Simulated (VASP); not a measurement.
Wanted: the native input for a VASP 6.6.1 run.

```
Task                   : single point
Functional             : PBEsol
Potentials or basis    : VASP PAW PBE potentials, release 64 (Ag)
Cutoff                 : 520 eV
k mesh                 : 16 × 16 × 16
Occupations            : fermi-dirac, width 0.05 eV
Spin                   : no spin polarisation
Dipole correction      : no
Further INCAR settings : ALGO = Normal; EDIFF = 1e-06; NBANDS = 12
```

The structure of Ag lies in POSCAR:

```
Ag
1.0
   -1.6556540000      1.6556540000      1.6556540000
    1.6556540000     -1.6556540000      1.6556540000
    1.6556540000      1.6556540000     -1.6556540000
Ag
1
Direct
    0.0000000000      0.0000000000      0.0000000000
```

One way to write it, as run:

INCAR

```
PREC     = Accurate       # precision mode
ENCUT    = 520            # plane-wave cutoff, eV
EDIFF    = 1E-6           # SCF threshold, eV
ISMEAR   = -1             # smearing method
SIGMA    = 0.05           # smearing width, eV
LREAL    = False          # projectors in reciprocal space
LASPH    = True           # aspherical terms in the spheres
NELM     = 100            # most SCF steps
ALGO     = Normal         # electronic algorithm
ISIF     = 2              # what is computed and relaxed
LWAVE    = False          # write WAVECAR
LCHARG   = False          # write CHGCAR
GGA      = PS             # functional
NBANDS   = 12             # bands
```

KPOINTS

```
Automatic mesh
0
Gamma
  16 16 16
```

Potentials or basis: VASP PAW PBE potentials, release 64 (Ag).

Command:

```sh
$ cat potpaw_PBE.64/Ag/POTCAR > POTCAR
$ mpirun -np 1 vasp_std > vasp.out
```

It gave:

```json
{
 "Pressure": "-7.2 GPa"
}
```

Caveat: the PAW data sets were made with another functional, which shifts forces and pressure a little.

Run time: 40 s on 1 thread of AMD EPYC 7R13, on a shared host, peak memory 0.13 GiB.
